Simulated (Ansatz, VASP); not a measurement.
**Two plane-wave programs on AlN**

The input INCAR:

```
SYSTEM = AlN
  PREC = Accurate
  ENCUT = 520
  EDIFF = 1E-6
  ISMEAR = -1
  SIGMA = 0.08
  LREAL = .False.
  LASPH = .True.
  NELM = 60
  ALGO = Normal
  ISIF = 2
  LWAVE = .False.
  LCHARG = .True.
  GGA = PE
  LELF = .True.
  LVHAR = .True.
  NBANDS = 11
```

File KPOINTS:

```
Automatic mesh
0
Gamma
  17 17 17
  0 0 0
```

File POSCAR:

```
AlN
1.0
    0.0000000000      2.1096731219      2.1096731219
    2.1096731219      0.0000000000      2.1096731219
    2.1096731219      2.1096731219      0.0000000000
Al N
1 1
Direct
    0.0000000000      0.0000000000      0.0000000000
    0.2500000000      0.2500000000      0.2500000000
```

Input for Ansatz:

```yaml
crystal:
  lattice:
    - [0.0, 2.1096731219, 2.1096731219]
    - [2.1096731219, 0.0, 2.1096731219]
    - [2.1096731219, 2.1096731219, 0.0]
  atoms:
    - { symbol: Al, position: [0.0, 0.0, 0.0] }
    - { symbol: "N", position: [0.25, 0.25, 0.25] }
kpoints:
  mp_grid: { grid: [17, 17, 17] }
scf:
  occupations: { method: fermi_dirac, width: 0.08 }
hamiltonian:
  xc: pbe
  pseudopotentials: { kind: paw }
output:
  forces: true
  stress: true
  eigenvalues: true
  populations: true
```

Change from the starting cell: volume scaled by 0.88, PAW files.

Alike in both runs: task single point; functional PBE; k mesh 17 × 17 × 17; occupations fermi-dirac, width 0.08 eV; no spin polarisation.

|  | VASP | Ansatz |
| --- | --- | --- |
| version | VASP 6.6.1 | Ansatz 0.2.0 |
| potentials or method | VASP PAW PBE potentials, release 64 (Al, N) | PAW with Ansatz's default frozen-core files, scalar-relativistic |
| plane-wave cutoff (eV) | 520 | 420 |
| valence electrons in the cell | 8 | 8 |

VASP gave:

```
gap on the k mesh at the Fermi level (eV) : 3.42
pressure (GPa)                            : 31.4
```

Which values does Ansatz return?

gap on the k mesh at the Fermi level (eV): 3.43; pressure (GPa): 31.6.

Both programs put the cell under a high pressure, so it lies far from rest at this level.
